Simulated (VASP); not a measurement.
# Sn (Fd-3m) in VASP: relaxation of cell and atoms with r2SCAN

Aim: the relaxation of cell and atoms of Sn with r2SCAN.

Program: VASP 6.6.1. These are calculated values, not measurements. Logs are shortened: lines on timing, memory, paths and dates and some standing lists are left out, and cuts for length are marked.

## (1) The cell of the first run

It takes space group Fd-3m (No. 227, cubic). Conventional cell: a = 6.491 Å, b = 6.491 Å, c = 6.491 Å, α = 90.00°, β = 90.00°, γ = 90.00°. Within 3.7 Å of Sn (site symmetry -43m) lie 4 Sn at 2.81 Å.

This isn't the form of Sn at room conditions, which is tetragonal (white tin).

## (2) Relaxation of cell and atoms, r2SCAN

The input, POSCAR:

```
Sn
1.0
    0.0000000000      3.2456000000      3.2456000000
    3.2456000000      0.0000000000      3.2456000000
    3.2456000000      3.2456000000      0.0000000000
Sn
2
Direct
    0.5000000000      0.5000000000      0.5000000000
    0.7500000000      0.7500000000      0.7500000000
```

The input, INCAR.step1:

```
PREC = Accurate
ENCUT = 600
ISMEAR = 0
SIGMA = 0.1
LREAL = F
LASPH = T
NELM = 100
GGA = PE
ALGO = Normal
EDIFF = 1E-4
LWAVE = T
LCHARG = F
```

The input, INCAR.step2:

```
PREC = Accurate
ENCUT = 600
EDIFF = 1E-7
ISMEAR = 0
SIGMA = 0.1
LREAL = F
LASPH = T
NELM = 100
ALGO = Normal
ISIF = 3
LWAVE = F
LCHARG = F
METAGGA = R2SCAN
LMIXTAU = T
IBRION = 2
NSW = 100
EDIFFG = -0.005
ISTART = 1
```

The input, KPOINTS:

```
regular mesh
0
Gamma
  12 12 12
```

Potentials or basis: VASP PAW PBE potentials, release 64 (Sn_d).

Started as:

```
> cat potpaw_PBE.64/Sn_d/POTCAR > POTCAR
> cp INCAR.step1 INCAR
> mpirun -np 1 vasp_std > vasp.out
> cp INCAR.step2 INCAR
> mpirun -np 1 vasp_std > vasp.out
```

OUTCAR:

```text
PREC = Accurate
   ENCUT = 600
   EDIFF = 1E-7
   ISMEAR = 0
   LREAL = F
   LASPH = T
   NELM = 100
   ISIF = 3
   METAGGA = R2SCAN
   IBRION = 2
   NSW = 100
   EDIFFG = -0.005
   ISTART = 1

 ion  position               nearest neighbor table
   1  0.500  0.500  0.500-   2 2.81   2 2.81   2 2.81   2 2.81
   2  0.750  0.750  0.750-   1 2.81   1 2.81   1 2.81   1 2.81

  LATTYP: Found a face centered cubic cell.
 ALAT       =     6.4912000000

  Lattice vectors:

 A1 = (   0.0000000000,   3.2456000000,   3.2456000000)
 A2 = (   3.2456000000,   0.0000000000,   3.2456000000)
 A3 = (   3.2456000000,   3.2456000000,   0.0000000000)

Analysis of symmetry for initial positions (statically):
=====================================================================
 Subroutine PRICEL returns:
 Original cell was already a primitive cell.

 Routine SETGRP: Setting up the symmetry group for a
 face centered cubic supercell.

 Subroutine GETGRP returns: Found 48 space group operations
 (whereof 24 operations were pure point group operations)
 out of a pool of 48 trial point group operations.

The static configuration has the point symmetry T_d .
 The point group associated with its full space group is O_h .

Analysis of symmetry for dynamics (positions and initial velocities):
=====================================================================
 Subroutine PRICEL returns:
 Original cell was already a primitive cell.

 Routine SETGRP: Setting up the symmetry group for a
 face centered cubic supercell.

 Subroutine GETGRP returns: Found 48 space group operations
 (whereof 24 operations were pure point group operations)
 out of a pool of 48 trial point group operations.

The dynamic configuration has the point symmetry T_d .
 The point group associated with its full space group is O_h .

 Subroutine INISYM returns: Found 48 space group operations
 (whereof 24 operations are pure point group operations),
 and found     1 'primitive' translations

----------------------------------------------------------------------------------------

                                     Primitive cell

  volume of cell :      68.3778

  direct lattice vectors                    reciprocal lattice vectors
     0.000000000  3.245600000  3.245600000    -0.154054720  0.154054720  0.154054720
     3.245600000  0.000000000  3.245600000     0.154054720 -0.154054720  0.154054720
     3.245600000  3.245600000  0.000000000     0.154054720  0.154054720 -0.154054720

  length of vectors
     4.589971538  4.589971538  4.589971538     0.266830603  0.266830603  0.266830603

  position of ions in fractional coordinates (direct lattice)
     0.500000000  0.500000000  0.500000000
     0.750000000  0.750000000  0.750000000

  ion indices of the primitive-cell ions
   primitive index   ion index
                 1           1
                 2           2

----------------------------------------------------------------------------------------

 KPOINTS: regular mesh

Automatic generation of k-mesh.
 Grid dimensions read from file:
 generate k-points for:   12   12   12

 Generating k-lattice:

  Cartesian coordinates                     Fractional coordinates (reciprocal lattice)
    -0.012837893  0.012837893  0.012837893     0.083333333  0.000000000  0.000000000
     0.012837893 -0.012837893  0.012837893     0.000000000  0.083333333  0.000000000
     0.012837893  0.012837893 -0.012837893     0.000000000  0.000000000  0.083333333

  Length of vectors
     0.022235884  0.022235884  0.022235884

  Shift w.r.t. Gamma in fractional coordinates (k-lattice)
     0.000000000  0.000000000  0.000000000

 Subroutine IBZKPT returns following result:
 ===========================================

 Found     72 irreducible k-points:

 Following reciprocal coordinates:
            Coordinates               Weight
  0.000000  0.000000  0.000000      1.000000
  0.083333  0.000000  0.000000      8.000000
  0.166667  0.000000  0.000000      8.000000
  0.250000  0.000000  0.000000      8.000000
  0.333333  0.000000  0.000000      8.000000
  0.416667  0.000000  0.000000      8.000000
[... 16 lines left out ...]
  0.500000  0.166667  0.000000     24.000000
 -0.416667  0.166667  0.000000     24.000000
 [... further k-points ...]
   k-points           NKPTS =     72   k-points in BZ     NKDIM =     72   number of bands    NBANDS=     18
   number of dos      NEDOS =    301   number of ions     NIONS =      2
   total plane-waves  NPLWV =  64000
   dimension x,y,z NGX =    40 NGY =   40 NGZ =   40
   dimension x,y,z NGXF=    80 NGYF=   80 NGZF=   80
   ions per type =               2
   NGX,Y,Z   is equivalent  to a cutoff of  14.49, 14.49, 14.49 a.u.
   NGXF,Y,Z  is equivalent  to a cutoff of  28.98, 28.98, 28.98 a.u.
 SYSTEM =  unknown system
   PREC   = accura    normal or accurate (medium, high low for compatibility)
   ISTART =      1    job   : 0-new  1-cont  2-samecut
   ICHARG =      0    charge: 1-file 2-atom 10-const
   ISPIN  =      1    spin polarized calculation?
   LNONCOLLINEAR =      F non collinear calculations
   LSORBIT =      F    spin-orbit coupling
   LASPH  =      T    aspherical Exc in radial PAW
   ENCUT  =  600.0 eV  44.10 Ry    6.64 a.u.   9.17  9.17  9.17*2*pi/ulx,y,z
   NELM   =    100;   NELMIN=  2; NELMDL=  0     # of ELM steps
   EDIFF  = 0.1E-06   stopping-criterion for ELM
   LREAL  =      F    real-space projection
   EDIFFG = -.5E-02   stopping-criterion for IOM
   NSW    =    100    number of steps for IOM
   IBRION =      2    ionic relax: 0-MD 1-quasi-New 2-CG
   NFREE  =      1    steps in history (QN), initial steepest desc. (CG)
   ISIF   =      3    stress and relaxation
   ISYM   =      2    0-nonsym 1-usesym 2-fastsym
   POTIM  = 0.5000    time-step for ionic-motion
   TEBEG  =    0.0;   TEEND  =   0.0 temperature during run
   PSTRESS=    0.0 pullay stress
   NELECT =      28.0000    total number of electrons
   NUPDOWN=      -1.0000    fix difference up-down
   EMIN   =  10.00;   EMAX   =-10.00  energy-range for DOS
   EFERMI =   0.00;   METHOD = LEGACY
   ISMEAR =     0;   SIGMA  =   0.10  broadening in eV -4-tet -1-fermi 0-gaus
   EFERMI_NEDOS =   21; number of points for ismear=-14 and -15
   IALGO  =     38    algorithm
   IMIX   =      4    mixing-type and parameters
     AMIX     =   0.40;   BMIX     =  1.00
     AMIX_MAG =   1.60;   BMIX_MAG =  1.00
  volume/ion in A,a.u.               =      34.19       230.72
  Fermi-wavevector in a.u.,A,eV,Ry     =   1.215689  2.297319 20.108049  1.477900
  Thomas-Fermi vector in A             =   2.351068
   LORBIT       =      0    0 simple, 1 ext, 2 COOP (PROOUT), +10 PAW based schemes
   METAGGA = R2SCAN    functional components
   LHFCALC =     F    Hartree Fock is set to
   AEXX    =    0.0000 exact exchange contribution
   IVDW    =     0    specifies the selected vdW correction
   LEPSILON=     F    determine dielectric tensor
   LRPA    =     F    only Hartree local field effects (RPA)
 conjugate gradient relaxation of ions
 non-spin polarized calculation
 Gauss-broadening in eV      SIGMA  =   0.10
  energy-cutoff  :      600.00
  volume of cell :       68.38
 maximum number of plane-waves:      2301
 NGX is ok and might be reduce to    40
   NGX = 19   NGY = 19   NGZ = 19

--------------------------------------- Ionic step        1  -------------------------------------------

 number of electron      28.0000005 magnetization

 Free energy of the ion-electron system (eV)
  ---------------------------------------------------
  ext. energy  EPLUGINS =         0.00000000
  ---------------------------------------------------
  free energy    TOTEN  =       -49.48542070 eV

  energy without entropy =      -49.48522453  energy(sigma->0) =      -49.48532261

------------------------ aborting loop because EDIFF is reached ----------------------------------------

  FORCE on cell =-STRESS in cart. coord.  units (eV):
  Direction    XX          YY          ZZ          XY          YZ          ZX
  --------------------------------------------------------------------------------------
  -------------------------------------------------------------------------------------
  Total        0.6934854      0.6934854      0.6934854     -0.0000000      0.0000000     -0.0000000
  in kB       16.2492346     16.2492346     16.2492346     -0.0000000      0.0000000     -0.0000000
  external PRESSURE =      16.2492346 kB  Pullay stress =       0.0000000 kB
[... 57 lines left out ...]
  energy  without entropy=      -49.4944114049  energy(sigma->0) =      -49.49467096

--------------------------------------- Ionic step        3  -------------------------------------------

 number of electron      27.9999999 magnetization

 Free energy of the ion-electron system (eV)
  ---------------------------------------------------
  ext. energy  EPLUGINS =         0.00000000
  ---------------------------------------------------
  free energy    TOTEN  =       -49.49714694 eV

  energy without entropy =      -49.49675290  energy(sigma->0) =      -49.49694992

 E-fermi :   5.2102     XC(G=0):  -9.4267

 val. band max:        5.0742302268   @ k =   0.0833   0.0000   0.0000
 cond. band min:       5.2146864176   @ k =   0.0000   0.0000   0.0000
 fundamental gap:      0.1404561908
 Fermi energy:         5.2101618498

 k-point     1 :       0.0000    0.0000    0.0000
  band No.  band energies     occupation
      1     -17.1265      2.00000
      2     -17.1265      2.00000
      3     -17.1265      2.00000
      4     -17.0646      2.00000
      5     -17.0646      2.00000
      6     -16.7695      2.00000
[... 10 lines left out ...]
     17       7.4285      0.00000
     18       7.4285      0.00000
[... 466 lines left out ...]
      2     -17.1695      2.00000
      3     -17.0682      2.00000
      4     -16.9894      2.00000
      5     -16.9796      2.00000
      6     -16.8540      2.00000
[... 10 lines left out ...]
     17       9.3093      0.00000
     18      11.4741      0.00000

 [... further k-points ...]
[... 5 lines left out ...]
  --------------------------------------------------------------------------------------
  -------------------------------------------------------------------------------------
  Total        0.0002925      0.0002925      0.0002925      0.0000000      0.0000000      0.0000000
  in kB        0.0066207      0.0066207      0.0066207      0.0000000      0.0000000      0.0000000
  external PRESSURE =       0.0066207 kB  Pullay stress =       0.0000000 kB
[... 17 lines left out ...]
  FREE ENERGIE OF THE ION-ELECTRON SYSTEM (eV)
  ---------------------------------------------------
  free  energy   TOTEN  =       -49.4971469352 eV

  energy  without entropy=      -49.4967528991  energy(sigma->0) =      -49.49694992

 reached required accuracy - stopping structural energy minimisation
```

Wall time 48 min (1 thread of Intel Xeon 8259CL, shared host); peak memory 0.29 GiB.

What came out:

| Item | Value |
| --- | --- |
| Free energy | -49.4971 eV |
| Relaxed volume | 35.39 Å³/atom |
| Relaxed cell | a = 4.643 Å, b = 4.643 Å, c = 4.643 Å, α = 60.00°, β = 60.00°, γ = 60.00° |
| Space group after relaxing (to 0.1 Å) | Fd-3m (No. 227) |
| Energy gained by relaxing | 5.9 meV/atom |
| Ionic steps | 3 |
| Pressure after relaxing | 0.0 GPa |
| Band gap on the k mesh | zero (filled and empty bands touch) |

The path:
```
step  energy change (eV)  largest force (eV/Å)  pressure (GPa)  volume (Å³)
   1              0.0000                0.0000            1.62        68.38
   2             -0.0095                0.0000           -0.63        71.87
   3             -0.0117                0.0000            0.00        70.77
```

Final structure:
```xyz
2
Lattice="0.0000 3.2830 3.2830 3.2830 0.0000 3.2830 3.2830 3.2830 0.0000" Properties=species:S:1:pos:R:3 pbc="T T T"
Sn    3.2830    3.2830    3.2830
Sn    4.9246    4.9246    4.9246
```

Caveat: the PAW data sets were made with another functional, which shifts forces and pressure a little; spin-orbit coupling is left out, which moves the levels of the heavy elements.

The gap in the log of VASP goes by the Fermi energy; the results here count the filled bands.